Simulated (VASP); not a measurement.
Write the native input for VASP 6.6.1 that does the following.

```yaml
Task: single point
Functional: r2SCAN
Potentials_or_basis: VASP PAW PBE potentials, release 64 (Li_sv, F)
Cutoff: 520 eV
k_mesh: 9 × 9 × 4
Occupations: gaussian, width 0.01 eV
Spin: no spin polarisation
Dipole_correction: no
Further_INCAR_settings: ALGO = Normal; EDIFF = 1e-06; NBANDS = 18
```

The system is LiF.

```
CELL_PARAMETERS angstrom
2.77571 0.00000 0.00000
-1.38785 2.40383 0.00000
0.00000 0.00000 4.78269
ATOMIC_POSITIONS crystal
Li 0.00000 0.00000 0.00000
Li 0.00000 0.00000 0.50000
F 0.33333 0.66667 0.25000
F 0.66667 0.33333 0.75000
```

These files were run (other wordings do the same):

POSCAR

```
LiF
1.0
    2.7757075659      0.0000000000      0.0000000000
   -1.3878537829      2.4038332655      0.0000000000
    0.0000000000      0.0000000000      4.7826938440
Li F
2 2
Direct
    0.0000000000      0.0000000000      0.0000000000
    0.0000000000      0.0000000000      0.5000000000
    0.3333333333      0.6666666667      0.2500000000
    0.6666666667      0.3333333333      0.7500000000
```

INCAR.step1

```
SYSTEM = LiF
ALGO = Normal ; EDIFF = 1E-4
ENCUT = 520 ; GGA = PE
ISMEAR = 0 ; LASPH = .True.
LCHARG = .False. ; LREAL = .False.
LWAVE = .True. ; NBANDS = 18
NELM = 60 ; PREC = Accurate
SIGMA = 0.01
```

INCAR.step2

```
SYSTEM = LiF
ALGO = Normal ; EDIFF = 1E-6
ENCUT = 520 ; ISIF = 2
ISMEAR = 0 ; ISTART = 1
LASPH = .True. ; LCHARG = .True.
LELF = .True. ; LMIXTAU = .True.
LREAL = .False. ; LVHAR = .True.
LWAVE = .False. ; METAGGA = R2SCAN
NBANDS = 18 ; NELM = 60
PREC = Accurate ; SIGMA = 0.01
```

KPOINTS

```
k-points
0
Gamma
  9 9 4
  0 0 0
```

Potentials or basis: VASP PAW PBE potentials, release 64 (Li_sv, F).

The run is started by

```bash
$ cat potpaw_PBE.64/Li_sv/POTCAR potpaw_PBE.64/F/POTCAR > POTCAR
$ cp INCAR.step1 INCAR
$ mpirun -np 1 vasp_std > vasp.out
$ cp INCAR.step2 INCAR
$ mpirun -np 1 vasp_std > vasp.out
```

It gave:

The band gap on the k mesh is 10.40 eV.

Wall time 3.2 min on 1 thread of AMD EPYC 7R13 (shared host), peak memory 0.13 GiB.
